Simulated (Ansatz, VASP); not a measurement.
# One calculation of Li, two programs

```
CELL_PARAMETERS angstrom
0.02202 2.21301 2.21301
2.21301 0.02202 2.21301
2.21301 2.21301 0.02202
ATOMIC_POSITIONS crystal
Li 0.00000 0.00000 0.00000
```

Change from the starting cell: equal xy, yz and zx shear strains of +1 %, crystal datasets.

Alike in both runs: task electric field gradients; functional PBE; k mesh 13 × 13 × 13; occupations fermi-dirac, width 0.08 eV; no spin polarisation.

|  | VASP | Ansatz |
| --- | --- | --- |
| version | VASP 6.6.1 | Ansatz 0.2.0 |
| potentials or method | VASP PAW PBE potentials, release 64 (Li_sv), cutoff 650 eV | all-electron PAW with datasets made for the crystal, scalar-relativistic |

```tsv
	VASP	Ansatz	Ansatz less VASP
pressure (GPa)	-0.8	-0.7	+0.17
traceless stress, the component that is largest in VASP (GPa)	-0.06	-0.06	0.000
```

Ansatz ran all-electron here, and VASP with PAW potentials.
